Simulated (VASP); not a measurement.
# CuO (F-43m) in VASP: single point with PBE+D3(BJ)+U

Aim: the single point of CuO with PBE+D3(BJ)+U.

Program: VASP 6.6.1. These are calculated values, not measurements. Logs are shortened: lines on timing, memory, paths and dates and some standing lists are left out, and cuts for length are marked.

**1. The cell of the first run**

The structure is cubic, space group F-43m (No. 216). Conventional cell: a = 4.501 Å, b = 4.501 Å, c = 4.501 Å, α = 90.00°, β = 90.00°, γ = 90.00°. Within 2.6 Å of Cu (site symmetry -43m) lie 4 O at 1.95 Å. O (site symmetry -43m) has 4 Cu at 1.95 Å within 2.6 Å.

**2. Single point, PBE+D3(BJ)+U, collinear spin, ferromagnetic start**

Contents of INCAR:

```
SYSTEM = CuO
PREC = Accurate ; ENCUT = 600
EDIFF = 1E-6 ; ISMEAR = -1
SIGMA = 0.0862 ; LREAL = .False.
LASPH = .True. ; NELM = 200
ALGO = Normal ; ISIF = 2
LWAVE = .False. ; LCHARG = .True.
ISPIN = 2 ; MAGMOM = 0.35 0.31
LORBIT = 11 ; LMAXMIX = 4
LDAU = .True. ; LDAUTYPE = 2
LDAUL = 2 -1 ; LDAUU = 5 0
LDAUJ = 0 0 ; LDAUPRINT = 1
GGA = PE ; IVDW = 12
LELF = .True. ; LVHAR = .True.
NBANDS = 20 ; GGA_COMPAT = .False.
```

Contents of KPOINTS:

```
regular mesh
0
Gamma
  7 7 7
  0 0 0
```

Contents of POSCAR:

```
CuO
1.0
    0.0000000000      2.2506257200      2.2506257200
    2.2506257200      0.0000000000      2.2506257200
    2.2506257200      2.2506257200      0.0000000000
Cu O
1 1
Direct
    0.0000000000      0.0000000000      0.0000000000
    0.2500000000      0.2500000000      0.2500000000
```

Potentials or basis: VASP PAW PBE potentials, release 64 (Cu, O).

Started as:

```bash
$ cat potpaw_PBE.64/Cu/POTCAR potpaw_PBE.64/O/POTCAR > POTCAR
$ mpirun -np 1 vasp_std > vasp.out
```

OUTCAR:

```text
SYSTEM = CuO
   PREC = Accurate
   ENCUT = 600
   EDIFF = 1E-6
   ISMEAR = -1
   LREAL = .False.
   LASPH = .True.
   NELM = 200
   ISIF = 2
   ISPIN = 2
   LORBIT = 11
   GGA = PE
   IVDW = 12
 IVDW          = 12

 ion  position               nearest neighbor table
   1  0.000  0.000  0.000-   2 1.95   2 1.95   2 1.95   2 1.95
   2  0.250  0.250  0.250-   1 1.95   1 1.95   1 1.95   1 1.95

  LATTYP: Found a face centered cubic cell.
 ALAT       =     4.5012514400

  Lattice vectors:

 A1 = (   0.0000000000,   2.2506257200,   2.2506257200)
 A2 = (   2.2506257200,   0.0000000000,   2.2506257200)
 A3 = (   2.2506257200,   2.2506257200,   0.0000000000)

Analysis of symmetry for initial positions (statically):
=====================================================================
 Subroutine PRICEL returns:
 Original cell was already a primitive cell.

 Routine SETGRP: Setting up the symmetry group for a
 face centered cubic supercell.

 Subroutine GETGRP returns: Found 24 space group operations
 (whereof 24 operations were pure point group operations)
 out of a pool of 48 trial point group operations.

The static configuration has the point symmetry T_d .

Analysis of symmetry for dynamics (positions and initial velocities):
=====================================================================
 Subroutine PRICEL returns:
 Original cell was already a primitive cell.

 Routine SETGRP: Setting up the symmetry group for a
 face centered cubic supercell.

 Subroutine GETGRP returns: Found 24 space group operations
 (whereof 24 operations were pure point group operations)
 out of a pool of 48 trial point group operations.

The dynamic configuration has the point symmetry T_d .

Analysis of structural, dynamic, and magnetic symmetry:
=====================================================================
 Subroutine PRICEL returns:
 Original cell was already a primitive cell.

 Routine SETGRP: Setting up the symmetry group for a
 face centered cubic supercell.

 Subroutine GETGRP returns: Found 24 space group operations
 (whereof 24 operations were pure point group operations)
 out of a pool of 48 trial point group operations.

The overall configuration has the point symmetry T_d .

 Subroutine INISYM returns: Found 24 space group operations
 (whereof 24 operations are pure point group operations),
 and found     1 'primitive' translations

----------------------------------------------------------------------------------------

                                     Primitive cell

  volume of cell :      22.8003

  direct lattice vectors                    reciprocal lattice vectors
     0.000000000  2.250625720  2.250625720    -0.222160440  0.222160440  0.222160440
     2.250625720  0.000000000  2.250625720     0.222160440 -0.222160440  0.222160440
     2.250625720  2.250625720  0.000000000     0.222160440  0.222160440 -0.222160440

  length of vectors
     3.182865417  3.182865417  3.182865417     0.384793169  0.384793169  0.384793169

  position of ions in fractional coordinates (direct lattice)
     0.000000000  0.000000000  0.000000000
     0.250000000  0.250000000  0.250000000

  ion indices of the primitive-cell ions
   primitive index   ion index
                 1           1
                 2           2

----------------------------------------------------------------------------------------

 KPOINTS: regular mesh

Automatic generation of k-mesh.
 Grid dimensions read from file:
 generate k-points for:    7    7    7

 Generating k-lattice:

[... 64 lines left out ...]
   POTIM  = 0.5000    time-step for ionic-motion
   TEBEG  =    0.0;   TEEND  =   0.0 temperature during run
   PSTRESS=    0.0 pullay stress
   NELECT =      17.0000    total number of electrons
   NUPDOWN=      -1.0000    fix difference up-down
   EMIN   =  10.00;   EMAX   =-10.00  energy-range for DOS
   EFERMI =   0.00;   METHOD = LEGACY
   ISMEAR =    -1;   SIGMA  =   0.09  broadening in eV -4-tet -1-fermi 0-gaus
   EFERMI_NEDOS =   21; number of points for ismear=-14 and -15
   IALGO  =     38    algorithm
   IMIX   =      4    mixing-type and parameters
     AMIX     =   0.40;   BMIX     =  1.00
     AMIX_MAG =   1.60;   BMIX_MAG =  1.00
  volume/ion in A,a.u.               =      11.40        76.93
  Fermi-wavevector in a.u.,A,eV,Ry     =   1.484492  2.805283 29.983383  2.203717
  Thomas-Fermi vector in A             =   2.598022
   LORBIT       =     11    0 simple, 1 ext, 2 COOP (PROOUT), +10 PAW based schemes
 LDA+U is selected, type is set to LDAUTYPE =  2
   angular momentum for each species LDAUL =     2   -1
   U (eV)           for each species LDAUU =   5.0  0.0
   J (eV)           for each species LDAUJ =   0.0  0.0
   GGA     = PE    functional components
   LHFCALC =     F    Hartree Fock is set to
   AEXX    =    0.0000 exact exchange contribution
   IVDW    =    12    specifies the selected vdW correction
   LEPSILON=     F    determine dielectric tensor
   LRPA    =     F    only Hartree local field effects (RPA)
 spin polarized calculation
  energy-cutoff  :      600.00
  volume of cell :       22.80
 maximum number of plane-waves:       769
 NGX is ok and might be reduce to    28
   NGX = 13   NGY = 13   NGZ = 13

atom =   1  type =  1  l = 2

 onsite density matrix

spin component  1

  0.9756  0.0000  0.0000 -0.0000  0.0000
  0.0000  0.9756  0.0000 -0.0000  0.0000
  0.0000  0.0000  0.9742  0.0000 -0.0000
 -0.0000 -0.0000  0.0000  0.9756  0.0000
  0.0000  0.0000 -0.0000  0.0000  0.9742

spin component  2

  0.8352 -0.0000 -0.0000  0.0000 -0.0000
 -0.0000  0.8352 -0.0000  0.0000 -0.0000
 -0.0000 -0.0000  0.9531 -0.0000 -0.0000
  0.0000  0.0000 -0.0000  0.8352 -0.0000
 -0.0000 -0.0000 -0.0000 -0.0000  0.9531

 occupancies and eigenvectors

  o =  0.8352  v =  0.0000  0.0000  0.0000  0.0000  0.0000  0.0000 -0.9431 -0.0000  0.3326 -0.0000      0.0000  0.0000  0.0000  0.0000  0.0000  0.0000  0.0000  0.0000  0.0000  0.0000
  o =  0.8352  v =  0.0000  0.0000  0.0000  0.0000  0.0000  1.0000  0.0000  0.0000  0.0000  0.0000      0.0000  0.0000  0.0000  0.0000  0.0000  0.0000  0.0000  0.0000  0.0000  0.0000
  o =  0.8352  v =  0.0000  0.0000  0.0000  0.0000  0.0000  0.0000  0.3326 -0.0000  0.9431  0.0000      0.0000  0.0000  0.0000  0.0000  0.0000  0.0000  0.0000  0.0000  0.0000  0.0000
  o =  0.9531  v =  0.0000  0.0000  0.0000  0.0000  0.0000  0.0000 -0.0000  0.1557 -0.0000  0.9878      0.0000  0.0000  0.0000  0.0000  0.0000  0.0000  0.0000  0.0000  0.0000  0.0000
  o =  0.9531  v =  0.0000  0.0000  0.0000  0.0000  0.0000  0.0000  0.0000 -0.9878 -0.0000  0.1557      0.0000  0.0000  0.0000  0.0000  0.0000  0.0000  0.0000  0.0000  0.0000  0.0000
  o =  0.9742  v =  0.0000  0.0000 -0.7267 -0.0000 -0.6869  0.0000  0.0000  0.0000  0.0000  0.0000      0.0000  0.0000  0.0000  0.0000  0.0000  0.0000  0.0000  0.0000  0.0000  0.0000
  o =  0.9742  v =  0.0000  0.0000 -0.6869 -0.0000  0.7267  0.0000  0.0000  0.0000  0.0000  0.0000      0.0000  0.0000  0.0000  0.0000  0.0000  0.0000  0.0000  0.0000  0.0000  0.0000
  o =  0.9756  v =  0.0000 -0.9735 -0.0000  0.2287 -0.0000  0.0000  0.0000  0.0000  0.0000  0.0000      0.0000  0.0000  0.0000  0.0000  0.0000  0.0000  0.0000  0.0000  0.0000  0.0000
  o =  0.9756  v =  0.0000 -0.2287  0.0000 -0.9735  0.0000  0.0000  0.0000  0.0000  0.0000  0.0000      0.0000  0.0000  0.0000  0.0000  0.0000  0.0000  0.0000  0.0000  0.0000  0.0000
  o =  0.9756  v =  1.0000  0.0000  0.0000  0.0000  0.0000  0.0000  0.0000  0.0000  0.0000  0.0000      0.0000  0.0000  0.0000  0.0000  0.0000  0.0000  0.0000  0.0000  0.0000  0.0000

 number of electron      17.0000006 magnetization       0.8397414

 Free energy of the ion-electron system (eV)
  ---------------------------------------------------
  ext. energy  EPLUGINS =         0.00000000
  ---------------------------------------------------
  free energy    TOTEN  =        -7.83165321 eV

  energy without entropy =       -7.79345103  energy(sigma->0) =       -7.81255212

 E-fermi :   3.5816     XC(G=0): -11.0422

 val. band max:        3.5419642293   @ k =  -0.2857   0.1429   0.0000
 cond. band min:       3.6030902800   @ k =  -0.1429   0.1429   0.0000
 fundamental gap:      0.0611260507
 Fermi energy:         3.5815670163

 spin component 1

 k-point     1 :       0.0000    0.0000    0.0000
  band No.  band energies     occupation
      1     -15.1991      1.00000
      2      -2.0383      1.00000
      3      -2.0383      1.00000
      4      -2.0383      1.00000
      5       0.3783      1.00000
      6       0.3783      1.00000
[... 436 lines left out ...]
      6       0.4929      1.00000
[... 12 lines left out ...]
     19      33.8547      0.00000
     20      35.9233      0.00000
 Fermi energy:         3.5815670163

 spin component 2

 k-point     1 :       0.0000    0.0000    0.0000
  band No.  band energies     occupation
      1     -14.6525      1.00000
      2      -1.1067      1.00000
      3      -1.1067      1.00000
      4      -1.1067      1.00000
      5       0.8093      1.00000
      6       0.8093      1.00000
[... 449 lines left out ...]
     19      33.9697      0.00000
     20      36.1387      0.00000

------------------------ aborting loop because EDIFF is reached ----------------------------------------

 Edisp (eV)   -0.50369

 E8    (eV) :    -0.1938

  FORCE on cell =-STRESS in cart. coord.  units (eV):
  Direction    XX          YY          ZZ          XY          YZ          ZX
  --------------------------------------------------------------------------------------
  -------------------------------------------------------------------------------------
  Total      -0.38782    -0.38782    -0.38782    -0.00000    -0.00000     0.00000
  in kB     -27.25202   -27.25202   -27.25202    -0.00000    -0.00000     0.00000
  external pressure =      -27.25 kB  Pullay stress =        0.00 kB

 VOLUME and BASIS-vectors are now :
 -----------------------------------------------------------------------------
  energy-cutoff  :      600.00
  volume of cell :       22.80
      direct lattice vectors                 reciprocal lattice vectors
     0.000000000  2.250625720  2.250625720    -0.222160440  0.222160440  0.222160440
     2.250625720  0.000000000  2.250625720     0.222160440 -0.222160440  0.222160440
     2.250625720  2.250625720  0.000000000     0.222160440  0.222160440 -0.222160440

 POSITION                                       TOTAL-FORCE (eV/Angst)
 -----------------------------------------------------------------------------------
      0.00000      0.00000      0.00000        -0.000000      0.000000      0.000000
      1.12531      1.12531      1.12531         0.000000     -0.000000     -0.000000
 -----------------------------------------------------------------------------------
    total drift:                               -0.000000     -0.000000      0.000000

  FREE ENERGIE OF THE ION-ELECTRON SYSTEM (eV)
  ---------------------------------------------------
  free  energy   TOTEN  =        -8.3353404619 eV

  energy  without entropy=       -8.2971382799  energy(sigma->0) =       -8.31623937

 total charge

# of ion       s       p       d       tot
------------------------------------------
    1        0.346   0.392   9.264  10.003
    2        1.560   3.377   0.000   4.936
--------------------------------------------------
tot          1.906   3.769   9.264  14.939

 magnetization (x)

# of ion       s       p       d       tot
------------------------------------------
    1       -0.006   0.015   0.464   0.474
    2        0.007   0.326   0.000   0.333
--------------------------------------------------
tot          0.001   0.342   0.464   0.807
```

Wall time 43 s (1 thread of Intel Xeon 8259CL, shared host); peak memory 0.19 GiB.

Results:

- Free energy: -8.3353 eV
- Pressure: -2.7 GPa
- Net moment: 0.84 μB per cell
- Site moments: Cu +0.47; O +0.33 μB
- Valence electrons inside the program's atomic spheres: Cu 10.00; O 4.94
- Dispersion energy per atom: -0.252 eV

Eigenvalues of the final occupation matrices:
| site | spin | trace | eigenvalues |
| --- | --- | --- | --- |
| site 1 d | 1 | 4.88 | 0.97 0.97 0.98 0.98 0.98 |
| site 1 d | 2 | 4.41 | 0.84 0.84 0.84 0.95 0.95 |

Caveat: three body term missing; a cell with one magnetic atom can't hold antiferromagnetic order, which such compounds often take.
